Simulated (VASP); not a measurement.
A run of VASP 6.6.1 is set up as follows.

File INCAR:

```
PREC     = Accurate       # precision mode
ENCUT    = 600            # plane-wave cutoff, eV
EDIFF    = 1E-6           # SCF threshold, eV
ISMEAR   = 0              # smearing method
SIGMA    = 0.1            # smearing width, eV
LREAL    = False          # projectors in reciprocal space
LASPH    = True           # aspherical terms in the spheres
NELM     = 100            # most SCF steps
ALGO     = Normal         # electronic algorithm
ISIF     = 3              # what is computed and relaxed
LWAVE    = False          # write WAVECAR
LCHARG   = False          # write CHGCAR
GGA      = PE             # functional
IBRION   = 2              # ionic algorithm
NSW      = 70             # ionic steps
EDIFFG   = -0.008         # ionic threshold
PSTRESS  = 150.0
```

Contents of KPOINTS:

```
Automatic mesh
0
Gamma
  10 10 10
```

The input POSCAR:

```
TiSi2
1.0
    0.0000000000      3.9992542725      4.1680638234
    2.3304405442      0.0000000000      4.1680638234
    2.3304405442      3.9992542725      0.0000000000
Ti Si
2 4
Direct
    0.7500000000      0.7500000000      0.7500000000
    0.5000000000      0.5000000000      0.5000000000
    0.0865636328      0.4134363672      0.0865636328
    0.4134363672      0.0865636328      0.4134363672
    0.1634363672      0.8365636328      0.1634363672
    0.8365636328      0.1634363672      0.8365636328
```

Potentials or basis: VASP PAW PBE potentials, release 64 (Ti_sv, Si).

The run is started by

```sh
$ cat potpaw_PBE.64/Ti_sv/POTCAR potpaw_PBE.64/Si/POTCAR > POTCAR
$ mpirun -np 1 vasp_std > vasp.out
```

Question: Estimate the space group after relaxing (to 0.1 Å).

Answer: Fddd (No. 70).

Question: What does it give for the band gap on the k mesh?

Answer: Zero (bands 20 and 21 overlap by 2.01 eV).

Final structure:
```
CELL_PARAMETERS angstrom
0.00000 3.99271 4.18122
2.33117 0.00000 4.18122
2.33117 3.99271 0.00000
ATOMIC_POSITIONS crystal
Ti 0.75000 0.75000 0.75000
Ti 0.50000 0.50000 0.50000
Si 0.08641 0.41359 0.08641
Si 0.41359 0.08641 0.41359
Si 0.16359 0.83641 0.16359
Si 0.83641 0.16359 0.83641
```

Caveat: the cell is relaxed towards a set pressure, so the run minimises the enthalpy, not the energy.
